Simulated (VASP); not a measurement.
Write the native input for VASP 6.6.1 that does the following.

```yaml
Task: single point
Functional: r2SCAN
Potentials_or_basis: VASP PAW PBE potentials, release 64 (Cu, I)
Cutoff: 520 eV
k_mesh: 8 × 8 × 8
Occupations: gaussian, width 0.01 eV
Spin: no spin polarisation
Dipole_correction: no
Further_INCAR_settings: ALGO = Normal; EDIFF = 1e-06; NBANDS = 16
```

CuI:

```xyz
2
Lattice="0.0000 3.0421 3.0421 3.0421 0.0000 3.0421 3.0421 3.0421 0.0000" Properties=species:S:1:pos:R:3 pbc="T T T"
Cu    0.0000    0.0000    0.0000
I     1.5211    1.5211    1.5211
```

This cell differs from its parent crystal: strain +1.0%.

These files were run (other wordings do the same):

POSCAR

```
CuI
1.0
    0.0000000000      3.0421493686      3.0421493686
    3.0421493686      0.0000000000      3.0421493686
    3.0421493686      3.0421493686      0.0000000000
Cu I
1 1
Direct
    0.0000000000      0.0000000000      0.0000000000
    0.2500000000      0.2500000000      0.2500000000
```

INCAR.step1

```
SYSTEM = CuI
PREC     = Accurate       ! precision mode
ENCUT    = 520            ! plane-wave cutoff, eV
ISMEAR   = 0              ! smearing method
SIGMA    = 0.01           ! smearing width, eV
LREAL    = .FALSE.        ! projectors in reciprocal space
LASPH    = .TRUE.         ! aspherical terms in the spheres
NELM     = 80             ! most SCF steps
NBANDS   = 16             ! bands
GGA      = PE             ! functional
ALGO     = Normal         ! electronic algorithm
EDIFF    = 1E-4           ! SCF threshold, eV
LWAVE    = .TRUE.         ! write WAVECAR
LCHARG   = .FALSE.        ! write CHGCAR
```

INCAR.step2

```
SYSTEM = CuI
PREC     = Accurate       ! precision mode
ENCUT    = 520            ! plane-wave cutoff, eV
EDIFF    = 1E-6           ! SCF threshold, eV
ISMEAR   = 0              ! smearing method
SIGMA    = 0.01           ! smearing width, eV
LREAL    = .FALSE.        ! projectors in reciprocal space
LASPH    = .TRUE.         ! aspherical terms in the spheres
NELM     = 80             ! most SCF steps
ALGO     = Normal         ! electronic algorithm
ISIF     = 2              ! what is computed and relaxed
LWAVE    = .FALSE.        ! write WAVECAR
LCHARG   = .TRUE.         ! write CHGCAR
METAGGA  = R2SCAN         ! meta-GGA
LMIXTAU  = .TRUE.       
LELF     = .TRUE.         ! ELF
LVHAR    = .TRUE.       
NBANDS   = 16             ! bands
ISTART   = 1
```

KPOINTS

```
Automatic mesh
0
G
  8 8 8
  0 0 0
```

Potentials or basis: VASP PAW PBE potentials, release 64 (Cu, I).

Command:

```bash
$ cat potpaw_PBE.64/Cu/POTCAR potpaw_PBE.64/I/POTCAR > POTCAR
$ cp INCAR.step1 INCAR
$ mpirun -np 1 vasp_std > vasp.out
$ cp INCAR.step2 INCAR
$ mpirun -np 1 vasp_std > vasp.out
```

Results of the run:

```yaml
Pressure: -1.3 GPa
Band_gap_on_the_k_mesh: 1.58 eV
```

Caveat: the cell differs from its parent crystal (strain +1.0%); the PAW data sets were made with another functional, which shifts forces and pressure a little; spin-orbit coupling is left out, which moves the levels of the heavy elements.

It took 58 s on 1 thread of Intel(R) Xeon(R) 6975P-C (Granite Rapids), with other jobs on the host, peak memory 0.2 GiB.
